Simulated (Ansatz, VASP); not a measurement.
# One calculation of BN, two programs

```
B N
1.0
     2.50435    0.00000    0.00000
    -1.25217    2.16883    0.00000
     0.00000    0.00000    7.01716
B N
2 2
Direct
  0.33333 0.66667 0.25000
  0.66667 0.33333 0.75000
  0.33333 0.66667 0.75000
  0.66667 0.33333 0.25000
```

Alike in both runs: functional PBEsol; k mesh 13 × 13 × 4; occupations fermi-dirac, width 0.02 eV; no spin polarisation.

Ansatz relaxed the structure, and its values are those at the end. VASP's run is a single point on that final structure, the one shown.

```csv
,VASP,Ansatz
version,VASP 6.6.1,Ansatz 0.2.0
potentials or method,"VASP PAW PBE potentials, release 64 (B, N)","plane-wave PAW, scalar-relativistic"
plane-wave cutoff (eV),600,420
valence electrons in the cell,16,16
```

Ansatz gave:

```
gap on the k mesh at the Fermi level (eV) : 4.30
pressure (GPa)                            : 0.0
```

**Question.** Estimate VASP's values.

**Answer.** gap on the k mesh at the Fermi level (eV): 4.29; pressure (GPa): 0.1.

VASP's potentials were made for PBE, not for PBEsol.
